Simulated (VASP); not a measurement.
# MgCd3O4 (P4/mmm) in VASP: single point with PBE

Aim: the single point of MgCd3O4 with PBE.

All numbers are computed with VASP 6.6.1; they aren't measurements. Logs are shortened: lines on timing, memory, paths and dates and some standing lists are left out, and cuts for length are marked.

**1. The cell of the first run**

It takes space group P4/mmm (No. 123, tetragonal). The conventional cell has a = 3.308 Å, b = 3.308 Å, c = 9.330 Å, α = 90.00°, β = 90.00°, γ = 90.00°. Within 2.9 Å of Mg (site symmetry 4/mmm) lie 6 O at 2.17 to 2.34 Å. Within 3.0 Å of Cd (site symmetry 4mm) lie 6 O at 2.27 to 2.40 Å. Within 3.1 Å of Cd (site symmetry 4/mmm) lie 6 O at 2.34 to 2.50 Å. O (site symmetry 4mm) has 1 Mg at 2.17 Å and 5 Cd at 2.34 to 2.50 Å within 2.9 Å. O (site symmetry 4/mmm) has 6 Cd at 2.34 to 2.40 Å within 3.1 Å. O (site symmetry 4/mmm) has 2 Cd at 2.27 Å and 4 Mg at 2.34 Å within 3.0 Å.

**2. Single point, PBE**

INCAR

```
SYSTEM = MgCd3O4
ALGO = Normal
EDIFF = 1E-6
ENCUT = 840
GGA = PE
GGA_COMPAT = .FALSE.
ISIF = 2
ISMEAR = 0
LASPH = .TRUE.
LCHARG = .TRUE.
LELF = .TRUE.
LREAL = .FALSE.
LVHAR = .TRUE.
LWAVE = .FALSE.
NBANDS = 57
NELM = 120
PREC = Accurate
SIGMA = 0.2
```

KPOINTS

```
k-points
0
G
  6 6 4
  0 0 0
```

POSCAR

```
MgCd3O4
1.0
    3.3076838000      0.0000000000      0.0000000000
    0.0000000000      3.3076838000      0.0000000000
    0.0000000000      0.0000000000      9.3304794000
Mg Cd O
1 3 4
Direct
    0.0000000000      0.0000000000      0.0000000000
    0.5000000000      0.5000000000      0.2433000000
    0.0000000000      0.0000000000      0.5000000000
    0.5000000000      0.5000000000      0.7567000000
    0.0000000000      0.0000000000      0.2322470000
    0.5000000000      0.5000000000      0.5000000000
    0.0000000000      0.0000000000      0.7677530000
    0.5000000000      0.5000000000      0.0000000000
```

Potentials or basis: VASP PAW PBE potentials, release 64 (Mg_sv, Cd_sv_GW, O).

Command:

```
$ cat potpaw_PBE.64/Mg_sv/POTCAR potpaw_PBE.64/Cd_sv_GW/POTCAR potpaw_PBE.64/O/POTCAR > POTCAR
$ mpirun -np 1 vasp_std > vasp.out
```

OUTCAR:

```text
SYSTEM = MgCd3O4
   EDIFF = 1E-6
   ENCUT = 840
   GGA = PE
   ISIF = 2
   ISMEAR = 0
   LASPH = .TRUE.
   LREAL = .FALSE.
   NELM = 120
   PREC = Accurate

 ion  position               nearest neighbor table
   1  0.000  0.000  0.000-
   2  0.500  0.500  0.243-   8 2.27
   3  0.000  0.000  0.500-
   4  0.500  0.500  0.757-   8 2.27
   5  0.000  0.000  0.232-
   6  0.500  0.500  0.500-
   7  0.000  0.000  0.768-
   8  0.500  0.500  0.000-   2 2.27   4 2.27

  LATTYP: Found a simple tetragonal cell.
 ALAT       =     3.3076838000
 C/A-ratio  =     2.8208498648

  Lattice vectors:

 A1 = (   3.3076838000,   0.0000000000,   0.0000000000)
 A2 = (   0.0000000000,   3.3076838000,   0.0000000000)
 A3 = (   0.0000000000,   0.0000000000,   9.3304794000)

Analysis of symmetry for initial positions (statically):
=====================================================================
 Subroutine PRICEL returns:
 Original cell was already a primitive cell.

 Routine SETGRP: Setting up the symmetry group for a
 simple tetragonal supercell.

 Subroutine GETGRP returns: Found 16 space group operations
 (whereof 16 operations were pure point group operations)
 out of a pool of 16 trial point group operations.

The static configuration has the point symmetry D_4h.

Analysis of symmetry for dynamics (positions and initial velocities):
=====================================================================
 Subroutine PRICEL returns:
 Original cell was already a primitive cell.

 Routine SETGRP: Setting up the symmetry group for a
 simple tetragonal supercell.

 Subroutine GETGRP returns: Found 16 space group operations
 (whereof 16 operations were pure point group operations)
 out of a pool of 16 trial point group operations.

The dynamic configuration has the point symmetry D_4h.

 Subroutine INISYM returns: Found 16 space group operations
 (whereof 16 operations are pure point group operations),
 and found     1 'primitive' translations

----------------------------------------------------------------------------------------

                                     Primitive cell

  volume of cell :     102.0826

  direct lattice vectors                    reciprocal lattice vectors
     3.307683800  0.000000000  0.000000000     0.302326359  0.000000000  0.000000000
     0.000000000  3.307683800  0.000000000     0.000000000  0.302326359  0.000000000
     0.000000000  0.000000000  9.330479400     0.000000000  0.000000000  0.107175629

  length of vectors
     3.307683800  3.307683800  9.330479400     0.302326359  0.302326359  0.107175629

  position of ions in fractional coordinates (direct lattice)
     0.000000000  0.000000000  0.000000000
     0.500000000  0.500000000  0.243300000
     0.000000000  0.000000000  0.500000000
     0.500000000  0.500000000  0.756700000
     0.000000000  0.000000000  0.232247000
     0.500000000  0.500000000  0.500000000
     0.000000000  0.000000000  0.767753000
     0.500000000  0.500000000  0.000000000

  ion indices of the primitive-cell ions
   primitive index   ion index
                 1           1
                 2           2
                 3           3
                 4           4
                 5           5
                 6           6
                 7           7
                 8           8

----------------------------------------------------------------------------------------

 KPOINTS: k-points

Automatic generation of k-mesh.
 Grid dimensions read from file:
 generate k-points for:    6    6    4

 Generating k-lattice:

  Cartesian coordinates                     Fractional coordinates (reciprocal lattice)
     0.050387727  0.000000000  0.000000000     0.166666667  0.000000000  0.000000000
     0.000000000  0.050387727  0.000000000     0.000000000  0.166666667  0.000000000
     0.000000000  0.000000000  0.026793907     0.000000000  0.000000000  0.250000000

  Length of vectors
     0.050387727  0.050387727  0.026793907

  Shift w.r.t. Gamma in fractional coordinates (k-lattice)
     0.000000000  0.000000000  0.000000000

 Subroutine IBZKPT returns following result:
 ===========================================

 Found     30 irreducible k-points:

 Following reciprocal coordinates:
            Coordinates               Weight
  0.000000  0.000000  0.000000      1.000000
  0.166667  0.000000  0.000000      4.000000
  0.333333  0.000000  0.000000      4.000000
  0.500000  0.000000  0.000000      2.000000
  0.166667  0.166667  0.000000      4.000000
  0.333333  0.166667  0.000000      8.000000
[... 16 lines left out ...]
  0.333333  0.000000  0.500000      4.000000
  0.500000  0.000000  0.500000      2.000000
 [... further k-points ...]
   k-points           NKPTS =     30   k-points in BZ     NKDIM =     30   number of bands    NBANDS=     57
   number of dos      NEDOS =    301   number of ions     NIONS =      8
   total plane-waves  NPLWV =  92160
   dimension x,y,z NGX =    32 NGY =   32 NGZ =   90
   dimension x,y,z NGXF=    64 NGYF=   64 NGZF=  180
   ions per type =               1   3   4
   NGX,Y,Z   is equivalent  to a cutoff of  16.08, 16.08, 16.04 a.u.
   NGXF,Y,Z  is equivalent  to a cutoff of  32.17, 32.17, 32.07 a.u.
 SYSTEM =  MgCd3O4
   PREC   = accura    normal or accurate (medium, high low for compatibility)
   ISTART =      0    job   : 0-new  1-cont  2-samecut
   ICHARG =      2    charge: 1-file 2-atom 10-const
   ISPIN  =      1    spin polarized calculation?
   LNONCOLLINEAR =      F non collinear calculations
   LSORBIT =      F    spin-orbit coupling
   LASPH  =      T    aspherical Exc in radial PAW
   ENCUT  =  840.0 eV  61.74 Ry    7.86 a.u.   7.82  7.82 22.05*2*pi/ulx,y,z
   NELM   =    120;   NELMIN=  2; NELMDL= -5     # of ELM steps
   EDIFF  = 0.1E-05   stopping-criterion for ELM
   LREAL  =      F    real-space projection
   EDIFFG = 0.1E-04   stopping-criterion for IOM
   NSW    =      0    number of steps for IOM
   IBRION =     -1    ionic relax: 0-MD 1-quasi-New 2-CG
   NFREE  =      0    steps in history (QN), initial steepest desc. (CG)
   ISIF   =      2    stress and relaxation
   ISYM   =      2    0-nonsym 1-usesym 2-fastsym
   POTIM  = 0.5000    time-step for ionic-motion
   TEBEG  =    0.0;   TEEND  =   0.0 temperature during run
   PSTRESS=    0.0 pullay stress
   NELECT =      94.0000    total number of electrons
   NUPDOWN=      -1.0000    fix difference up-down
   EMIN   =  10.00;   EMAX   =-10.00  energy-range for DOS
   EFERMI =   0.00;   METHOD = LEGACY
   ISMEAR =     0;   SIGMA  =   0.20  broadening in eV -4-tet -1-fermi 0-gaus
   EFERMI_NEDOS =   21; number of points for ismear=-14 and -15
   IALGO  =     38    algorithm
   IMIX   =      4    mixing-type and parameters
     AMIX     =   0.40;   BMIX     =  1.00
     AMIX_MAG =   1.60;   BMIX_MAG =  1.00
  volume/ion in A,a.u.               =      12.76        86.11
  Fermi-wavevector in a.u.,A,eV,Ry     =   1.592698  3.009763 34.513727  2.536687
  Thomas-Fermi vector in A             =   2.691043
   LORBIT       =      0    0 simple, 1 ext, 2 COOP (PROOUT), +10 PAW based schemes
   GGA     = PE    functional components
   LHFCALC =     F    Hartree Fock is set to
   AEXX    =    0.0000 exact exchange contribution
   IVDW    =     0    specifies the selected vdW correction
   LEPSILON=     F    determine dielectric tensor
   LRPA    =     F    only Hartree local field effects (RPA)
 non-spin polarized calculation
 Gauss-broadening in eV      SIGMA  =   0.20
  energy-cutoff  :      840.00
  volume of cell :      102.08
 maximum number of plane-waves:      5666
 NGX is ok and might be reduce to    32
   NGX = 15   NGY = 15   NGZ = 45

 number of electron      94.0000017 magnetization

 Free energy of the ion-electron system (eV)
  ---------------------------------------------------
  ext. energy  EPLUGINS =         0.00000000
  ---------------------------------------------------
  free energy    TOTEN  =       -34.85631049 eV

  energy without entropy =      -34.85120315  energy(sigma->0) =      -34.85375682

 E-fermi :   4.6332     XC(G=0): -11.4897

 val. band max:        4.4911605715   @ k =   0.5000   0.0000   0.0000
 cond. band min:       4.8443307556   @ k =   0.0000   0.0000   0.2500
 fundamental gap:      0.3531701841
 Fermi energy:         4.6331888989

 k-point     1 :       0.0000    0.0000    0.0000
  band No.  band energies     occupation
      1     -96.5441      2.00000
      2     -96.0413      2.00000
      3     -96.0412      2.00000
      4     -69.5605      2.00000
      5     -57.6507      2.00000
      6     -57.6165      2.00000
[... 49 lines left out ...]
     56      15.9226      0.00000
     57      16.7299      0.00000

 k-point     2 :       0.1667    0.0000    0.0000
  band No.  band energies     occupation
      1     -96.5440      2.00000
      2     -96.0412      2.00000
      3     -96.0412      2.00000
      4     -69.5605      2.00000
      5     -57.6506      2.00000
      6     -57.6188      2.00000
[... 49 lines left out ...]
     56      15.6725      0.00000
     57      16.1372      0.00000

 k-point     3 :       0.3333    0.0000    0.0000
  band No.  band energies     occupation
      1     -96.5438      2.00000
      2     -96.0410      2.00000
      3     -96.0410      2.00000
      4     -69.5602      2.00000
      5     -57.6502      2.00000
      6     -57.6234      2.00000
[... 1194 lines left out ...]
      1     -96.5438      2.00000
      2     -96.0410      2.00000
      3     -96.0410      2.00000
      4     -69.5603      2.00000
      5     -57.6503      2.00000
      6     -57.6234      2.00000
[... 49 lines left out ...]
     56      14.1698      0.00000
     57      14.7513      0.00000

 k-point    24 :       0.5000    0.0000    0.5000
  band No.  band energies     occupation
      1     -96.5438      2.00000
      2     -96.0409      2.00000
      3     -96.0409      2.00000
      4     -69.5601      2.00000
      5     -57.6501      2.00000
      6     -57.6258      2.00000
[... 49 lines left out ...]
     56      14.7609      0.00000
     57      15.0006      0.00000

 [... further k-points ...]

------------------------ aborting loop because EDIFF is reached ----------------------------------------

  FORCE on cell =-STRESS in cart. coord.  units (eV):
  Direction    XX          YY          ZZ          XY          YZ          ZX
  --------------------------------------------------------------------------------------
  -------------------------------------------------------------------------------------
  Total       -0.1430000     -0.1430000     -0.0811552      0.0000000      0.0000000      0.0000000
  in kB       -2.2443712     -2.2443712     -1.2737228      0.0000000      0.0000000      0.0000000
  external PRESSURE =      -1.9208217 kB  Pullay stress =       0.0000000 kB

 VOLUME and BASIS-vectors are now :
 -----------------------------------------------------------------------------
  energy-cutoff  :      840.00
  volume of cell :      102.08
      direct lattice vectors                 reciprocal lattice vectors
     3.307683800  0.000000000  0.000000000     0.302326359  0.000000000  0.000000000
     0.000000000  3.307683800  0.000000000     0.000000000  0.302326359  0.000000000
     0.000000000  0.000000000  9.330479400     0.000000000  0.000000000  0.107175629

 POSITION                                       TOTAL-FORCE (eV/Angst)
 -----------------------------------------------------------------------------------
      0.00000      0.00000      0.00000         0.000000     -0.000000      0.000000
      1.65384      1.65384      2.27011        -0.000000      0.000000      0.009023
      0.00000      0.00000      4.66524         0.000000     -0.000000      0.000000
      1.65384      1.65384      7.06037        -0.000000      0.000000     -0.009023
      0.00000      0.00000      2.16698         0.000000     -0.000000      0.003396
      1.65384      1.65384      4.66524         0.000000     -0.000000      0.000000
      0.00000      0.00000      7.16350         0.000000     -0.000000     -0.003396
      1.65384      1.65384      0.00000         0.000000     -0.000000      0.000000
 -----------------------------------------------------------------------------------
    total drift:                                0.000000     -0.000000     -0.000000

  FREE ENERGIE OF THE ION-ELECTRON SYSTEM (eV)
  ---------------------------------------------------
  free  energy   TOTEN  =       -34.8563104911 eV

  energy  without entropy=      -34.8512031549  energy(sigma->0) =      -34.85375682
```

It took 6.6 min on 1 thread of AMD EPYC 7R43 (Zen 3), shared host; peak memory 0.46 GiB.

Results:

| Item | Value |
| --- | --- |
| Free energy | -34.8563 eV |
| Pressure | -0.2 GPa |
| Largest force | 0.009 eV/Å |
| Band gap on the k mesh | zero (bands 47 and 48 overlap by 0.19 eV) |

Forces on the atoms (eV/Å):
```
Mg   0.000  0.000  0.000
Cd   0.000  0.000  0.009
Cd   0.000  0.000  0.000
Cd   0.000  0.000 -0.009
O    0.000  0.000  0.003
O    0.000  0.000  0.000
O    0.000  0.000 -0.003
O    0.000  0.000  0.000
```

Caveat: semilocal functionals underestimate gaps, and a narrow one can read as zero.

The gap in the log of VASP goes by the Fermi energy; the results here count the filled bands.